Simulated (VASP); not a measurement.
Set up this calculation in VASP 6.6.1, as the native input.

| Property | Result |
| --- | --- |
| Task | relaxation of cell and atoms |
| Functional | LDA |
| Potentials or basis | VASP PAW LDA potentials, release 64 (Li_sv, S) |
| Cutoff | 750 eV |
| k mesh | 8 × 8 × 8 |
| Occupations | gaussian, width 0.02 eV |
| Spin | no spin polarisation |
| Dipole correction | no |
| Further INCAR settings | ALGO = Normal; EDIFF = 1e-07; IBRION = 2; EDIFFG = -0.005; NSW = 100; ISIF = 3 |

The structure of Li2S lies in POSCAR:

```
Li2S
1.0
    0.0000000000      2.8540000000      2.8540000000
    2.8540000000      0.0000000000      2.8540000000
    2.8540000000      2.8540000000      0.0000000000
Li S
2 1
Direct
    0.2500000000      0.2500000000      0.2500000000
    0.7500000000      0.7500000000      0.7500000000
    0.0000000000      0.0000000000      0.0000000000
```

These files were run (other wordings do the same):

INCAR

```
  PREC = Accurate
  ENCUT = 750
  EDIFF = 1E-7
  ISMEAR = 0
  SIGMA = 0.02
  LREAL = False
  LASPH = True
  NELM = 120
  ALGO = Normal
  ISIF = 3
  LWAVE = False
  LCHARG = False
  IBRION = 2
  NSW = 100
  EDIFFG = -0.005
  GGA_COMPAT = False
  NELMIN = 4
```

KPOINTS

```
Automatic mesh
0
Gamma
  8 8 8
```

Potentials or basis: VASP PAW LDA potentials, release 64 (Li_sv, S).

Run with:

```bash
$ cat potpaw_LDA.64/Li_sv/POTCAR potpaw_LDA.64/S/POTCAR > POTCAR
$ mpirun -np 1 vasp_std > vasp.out
```

It gave:

| Property | Result |
| --- | --- |
| Relaxed volume | 14.35 Å³/atom |
| Relaxed cell | a = 3.934 Å, b = 3.934 Å, c = 3.934 Å, α = 60.00°, β = 60.00°, γ = 60.00° |
| Space group after relaxing (to 0.1 Å) | Fm-3m (No. 225) |
| Energy gained by relaxing | 11.7 meV/atom |
| Ionic steps | 4 |
| Pressure after relaxing | 0.0 GPa |
| Band gap on the k mesh | 3.12 eV (least direct gap 4.44 eV) |

Run time: 48 s on 1 thread of Intel(R) Xeon(R) Platinum 8259CL CPU @ 2.50GHz (Skylake/Cascade Lake), with other jobs on the host, peak memory 0.18 GiB.
